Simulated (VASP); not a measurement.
# H (Fd-3m) in VASP: notebook

The runs below take H through single point, with PBE.

Everything below comes from runs of VASP 6.6.1. Logs are shortened: lines on timing, memory, paths and dates and some standing lists are left out, and cuts for length are marked.

## 1. The cell of the first run

It takes space group Fd-3m (No. 227, cubic). The conventional cell has a = 3.015 Å, b = 3.015 Å, c = 3.015 Å, α = 90.00°, β = 90.00°, γ = 90.00°. H (site symmetry -43m) has 4 H at 1.31 Å within 1.7 Å.

## 2. Single point, PBE

File INCAR:

```
SYSTEM = H
PREC = Accurate ; ENCUT = 500
EDIFF = 1E-6 ; ISMEAR = -1
SIGMA = 0.1 ; LREAL = .False.
LASPH = .True. ; NELM = 120
ALGO = Normal ; ISIF = 2
LWAVE = .False. ; LCHARG = .False.
GGA = PE ; NBANDS = 14
GGA_COMPAT = .False.
```

File KPOINTS:

```
Automatic mesh
0
Gamma
  2 2 2
  0 0 0
```

File POSCAR:

```
H
1.0
    3.0145473100      0.0000000000      0.0000000000
    0.0000000000      3.0145473100      0.0000000000
    0.0000000000      0.0000000000      3.0145473100
H
8
Direct
    0.5000000000      0.5000000000      0.0000000000
    0.0000000000      0.0000000000      0.0000000000
    0.5000000000      0.0000000000      0.5000000000
    0.0000000000      0.5000000000      0.5000000000
    0.7500000000      0.2500000000      0.2500000000
    0.2500000000      0.7500000000      0.2500000000
    0.7500000000      0.7500000000      0.7500000000
    0.2500000000      0.2500000000      0.7500000000
```

Potentials or basis: VASP PAW PBE potentials, release 64 (H).

Started as:

```sh
$ cat potpaw_PBE.64/H/POTCAR > POTCAR
$ mpirun -np 1 vasp_std > vasp.out
```

OUTCAR:

```text
SYSTEM = H
   PREC = Accurate
   ENCUT = 500
   EDIFF = 1E-6
   ISMEAR = -1
   LREAL = .False.
   LASPH = .True.
   NELM = 120
   ISIF = 2
   GGA = PE

 ion  position               nearest neighbor table
   1  0.500  0.500  0.000-
   2  0.000  0.000  0.000-
   3  0.500  0.000  0.500-
   4  0.000  0.500  0.500-
   5  0.750  0.250  0.250-
   6  0.250  0.750  0.250-
   7  0.750  0.750  0.750-
   8  0.250  0.250  0.750-

  LATTYP: Found a simple cubic cell.
 ALAT       =     3.0145473100

  Lattice vectors:

 A1 = (   3.0145473100,   0.0000000000,   0.0000000000)
 A2 = (   0.0000000000,   3.0145473100,   0.0000000000)
 A3 = (   0.0000000000,   0.0000000000,   3.0145473100)

Analysis of symmetry for initial positions (statically):
=====================================================================
 Subroutine PRICEL returns following result:

  LATTYP: Found a face centered cubic cell.
 ALAT       =     3.0145473100

  Lattice vectors:

 A1 = (   1.5072736550,  -1.5072736550,   0.0000000000)
 A2 = (   1.5072736550,   0.0000000000,   1.5072736550)
 A3 = (   0.0000000000,  -1.5072736550,   1.5072736550)

   4 primitive cells build up your supercell.

 Routine SETGRP: Setting up the symmetry group for a
 simple cubic supercell.

 Subroutine GETGRP returns: Found 48 space group operations
 (whereof 24 operations were pure point group operations)
 out of a pool of 48 trial point group operations.

The static configuration has the point symmetry T_d .
 The point group associated with its full space group is O_h .

Analysis of symmetry for dynamics (positions and initial velocities):
=====================================================================
 Subroutine PRICEL returns following result:

  LATTYP: Found a face centered cubic cell.
 ALAT       =     3.0145473100

  Lattice vectors:

 A1 = (   1.5072736550,  -1.5072736550,   0.0000000000)
 A2 = (   1.5072736550,   0.0000000000,   1.5072736550)
 A3 = (   0.0000000000,  -1.5072736550,   1.5072736550)

   4 primitive cells build up your supercell.

 Routine SETGRP: Setting up the symmetry group for a
 simple cubic supercell.

 Subroutine GETGRP returns: Found 48 space group operations
 (whereof 24 operations were pure point group operations)
 out of a pool of 48 trial point group operations.

The dynamic configuration has the point symmetry T_d .
 The point group associated with its full space group is O_h .

 Subroutine INISYM returns: Found 48 space group operations
 (whereof 24 operations are pure point group operations),
 and found     4 'primitive' translations

----------------------------------------------------------------------------------------

                                     Primitive cell

  volume of cell :       6.8487

  direct lattice vectors                    reciprocal lattice vectors
     1.507273655 -1.507273655  0.000000000     0.331724766 -0.331724766 -0.331724766
     1.507273655  0.000000000  1.507273655     0.331724766  0.331724766  0.331724766
     0.000000000 -1.507273655  1.507273655    -0.331724766 -0.331724766  0.331724766

  length of vectors
     2.131606845  2.131606845  2.131606845     0.574564148  0.574564148  0.574564148

  position of ions in fractional coordinates (direct lattice)
     0.000000000  0.000000000  0.000000000
     0.250000000  0.250000000  0.250000000

  ion indices of the primitive-cell ions
   primitive index   ion index
                 1           1
                 2           5

----------------------------------------------------------------------------------------

 KPOINTS: Automatic mesh

Automatic generation of k-mesh.
 Grid dimensions read from file:
 generate k-points for:    2    2    2

 Generating k-lattice:

  Cartesian coordinates                     Fractional coordinates (reciprocal lattice)
     0.165862383  0.000000000  0.000000000     0.500000000  0.000000000  0.000000000
     0.000000000  0.165862383  0.000000000     0.000000000  0.500000000  0.000000000
     0.000000000  0.000000000  0.165862383     0.000000000  0.000000000  0.500000000

  Length of vectors
     0.165862383  0.165862383  0.165862383

  Shift w.r.t. Gamma in fractional coordinates (k-lattice)
     0.000000000  0.000000000  0.000000000

 Subroutine IBZKPT returns following result:
 ===========================================

 Found      4 irreducible k-points:

 Following reciprocal coordinates:
            Coordinates               Weight
  0.000000  0.000000  0.000000      1.000000
  0.500000  0.000000  0.000000      3.000000
  0.500000  0.500000  0.000000      3.000000
  0.500000  0.500000  0.500000      1.000000
   k-points           NKPTS =      4   k-points in BZ     NKDIM =      4   number of bands    NBANDS=     14
   number of dos      NEDOS =    301   number of ions     NIONS =      8
   total plane-waves  NPLWV =  13824
   dimension x,y,z NGX =    24 NGY =   24 NGZ =   24
   dimension x,y,z NGXF=    48 NGYF=   48 NGZF=   48
   ions per type =               8
   NGX,Y,Z   is equivalent  to a cutoff of  13.24, 13.24, 13.24 a.u.
   NGXF,Y,Z  is equivalent  to a cutoff of  26.47, 26.47, 26.47 a.u.
 SYSTEM =  H
   PREC   = accura    normal or accurate (medium, high low for compatibility)
   ISTART =      0    job   : 0-new  1-cont  2-samecut
   ICHARG =      2    charge: 1-file 2-atom 10-const
   ISPIN  =      1    spin polarized calculation?
   LNONCOLLINEAR =      F non collinear calculations
   LSORBIT =      F    spin-orbit coupling
   LASPH  =      T    aspherical Exc in radial PAW
   ENCUT  =  500.0 eV  36.75 Ry    6.06 a.u.   5.50  5.50  5.50*2*pi/ulx,y,z
   NELM   =    120;   NELMIN=  2; NELMDL= -5     # of ELM steps
   EDIFF  = 0.1E-05   stopping-criterion for ELM
   LREAL  =      F    real-space projection
   EDIFFG = 0.1E-04   stopping-criterion for IOM
   NSW    =      0    number of steps for IOM
   IBRION =     -1    ionic relax: 0-MD 1-quasi-New 2-CG
   NFREE  =      0    steps in history (QN), initial steepest desc. (CG)
   ISIF   =      2    stress and relaxation
   ISYM   =      2    0-nonsym 1-usesym 2-fastsym
   POTIM  = 0.5000    time-step for ionic-motion
   TEBEG  =    0.0;   TEEND  =   0.0 temperature during run
   PSTRESS=    0.0 pullay stress
   NELECT =       8.0000    total number of electrons
   NUPDOWN=      -1.0000    fix difference up-down
   EMIN   =  10.00;   EMAX   =-10.00  energy-range for DOS
   EFERMI =   0.00;   METHOD = LEGACY
   ISMEAR =    -1;   SIGMA  =   0.10  broadening in eV -4-tet -1-fermi 0-gaus
   EFERMI_NEDOS =   21; number of points for ismear=-14 and -15
   IALGO  =     38    algorithm
   IMIX   =      4    mixing-type and parameters
     AMIX     =   0.40;   BMIX     =  1.00
     AMIX_MAG =   1.60;   BMIX_MAG =  1.00
  volume/ion in A,a.u.               =       3.42        23.11
  Fermi-wavevector in a.u.,A,eV,Ry     =   1.086132  2.052492 16.050566  1.179683
  Thomas-Fermi vector in A             =   2.222262
   LORBIT       =      0    0 simple, 1 ext, 2 COOP (PROOUT), +10 PAW based schemes
   GGA     = PE    functional components
   LHFCALC =     F    Hartree Fock is set to
   AEXX    =    0.0000 exact exchange contribution
   IVDW    =     0    specifies the selected vdW correction
   LEPSILON=     F    determine dielectric tensor
   LRPA    =     F    only Hartree local field effects (RPA)
 non-spin polarized calculation
  energy-cutoff  :      500.00
  volume of cell :       27.39
 maximum number of plane-waves:       739
 NGX is ok and might be reduce to    24
   NGX = 11   NGY = 11   NGZ = 11

 number of electron       8.0000006 magnetization

 Free energy of the ion-electron system (eV)
  ---------------------------------------------------
  ext. energy  EPLUGINS =         0.00000000
  ---------------------------------------------------
  free energy    TOTEN  =       -17.52266534 eV

  energy without entropy =      -17.34187490  energy(sigma->0) =      -17.43227012

 E-fermi :   2.2782     XC(G=0): -10.3070

 val. band max:        1.4843217611   @ k =   0.0000   0.0000   0.0000
 cond. band min:       2.3324059957   @ k =   0.5000   0.5000   0.5000
 fundamental gap:      0.8480842347
 Fermi energy:         2.2782146138

 k-point     1 :       0.0000    0.0000    0.0000
  band No.  band energies     occupation
      1     -13.3321      2.00000
      2       1.4843      1.99929
      3       1.4843      1.99929
      4       1.4843      1.99929
      5       1.4843      1.99929
      6       1.4843      1.99929
      7       1.4843      1.99929
      8      20.7397      0.00000
      9      20.7397      0.00000
     10      20.7397      0.00000
     11      20.7397      0.00000
     12      20.7397      0.00000
     13      20.7397      0.00000
     14      23.1846      0.00000

 k-point     2 :       0.5000    0.0000    0.0000
  band No.  band energies     occupation
      1      -9.4787      2.00000
      2      -9.4787      2.00000
      3       2.4705      0.25519
      4       2.4705      0.25519
      5       2.4705      0.25519
      6       2.4705      0.25519
      7      13.2068      0.00000
      8      13.2068      0.00000
      9      13.2068      0.00000
     10      13.2068      0.00000
     11      15.1461      0.00000
     12      15.1461      0.00000
     13      23.5826      0.00000
     14      23.5826      0.00000

 k-point     3 :       0.5000    0.5000    0.0000
  band No.  band energies     occupation
      1      -5.8736      2.00000
      2      -5.8736      2.00000
      3      -5.8736      2.00000
      4      -5.8736      2.00000
      5       9.1344      0.00000
      6       9.1344      0.00000
      7       9.1344      0.00000
      8       9.1344      0.00000
      9      13.6464      0.00000
     10      13.6464      0.00000
     11      13.6464      0.00000
     12      13.6464      0.00000
     13      27.9624      0.00000
     14      27.9624      0.00000

 k-point     4 :       0.5000    0.5000    0.5000
  band No.  band energies     occupation
      1      -4.2990      2.00000
      2      -4.2990      2.00000
      3      -4.2990      2.00000
      4      -4.2990      2.00000
      5       2.3324      0.73548
      6       2.3324      0.73548
      7       2.3324      0.73548
      8       2.3324      0.73548
      9      22.1509      0.00000
     10      22.1509      0.00000
     11      22.1509      0.00000
     12      22.1509      0.00000
     13      33.6655      0.00000
     14      33.6655      0.00000

------------------------ aborting loop because EDIFF is reached ----------------------------------------

  FORCE on cell =-STRESS in cart. coord.  units (eV):
  Direction    XX          YY          ZZ          XY          YZ          ZX
  --------------------------------------------------------------------------------------
  -------------------------------------------------------------------------------------
  Total        1.2805693      1.2805693      1.2805693     -0.0000000     -0.0000000      0.0000000
  in kB       74.8940543     74.8940543     74.8940543     -0.0000000     -0.0000000      0.0000000
  external PRESSURE =      74.8940543 kB  Pullay stress =       0.0000000 kB

 VOLUME and BASIS-vectors are now :
 -----------------------------------------------------------------------------
  energy-cutoff  :      500.00
  volume of cell :       27.39
      direct lattice vectors                 reciprocal lattice vectors
     3.014547310  0.000000000  0.000000000     0.331724766  0.000000000  0.000000000
     0.000000000  3.014547310  0.000000000     0.000000000  0.331724766  0.000000000
     0.000000000  0.000000000  3.014547310     0.000000000  0.000000000  0.331724766

 POSITION                                       TOTAL-FORCE (eV/Angst)
 -----------------------------------------------------------------------------------
      1.50727      1.50727      0.00000         0.000000      0.000000     -0.000000
      0.00000      0.00000      0.00000         0.000000     -0.000000     -0.000000
      1.50727      0.00000      1.50727         0.000000      0.000000      0.000000
      0.00000      1.50727      1.50727         0.000000      0.000000      0.000000
      2.26091      0.75364      0.75364        -0.000000     -0.000000      0.000000
      0.75364      2.26091      0.75364        -0.000000      0.000000      0.000000
      2.26091      2.26091      2.26091        -0.000000      0.000000     -0.000000
      0.75364      0.75364      2.26091        -0.000000     -0.000000     -0.000000
 -----------------------------------------------------------------------------------
    total drift:                                0.000000     -0.000000     -0.000000

  FREE ENERGIE OF THE ION-ELECTRON SYSTEM (eV)
  ---------------------------------------------------
  free  energy   TOTEN  =       -17.5226653354 eV

  energy  without entropy=      -17.3418749005  energy(sigma->0) =      -17.43227012
```

It took 2.4 s on 1 thread of AMD EPYC 7R13 (Zen 3), shared host; peak memory 0.09 GiB.

What came out:

| Property | Result |
| --- | --- |
| Free energy | -17.5227 eV |
| Pressure | 7.5 GPa |
| Band gap on the k mesh | zero (bands 4 and 5 overlap by 0.99 eV) |

Caveat: the k points lie up to 1.04 Å⁻¹ apart, too coarse for converged energies and pressures of a metal.

(Continued in part 2 of 2.)
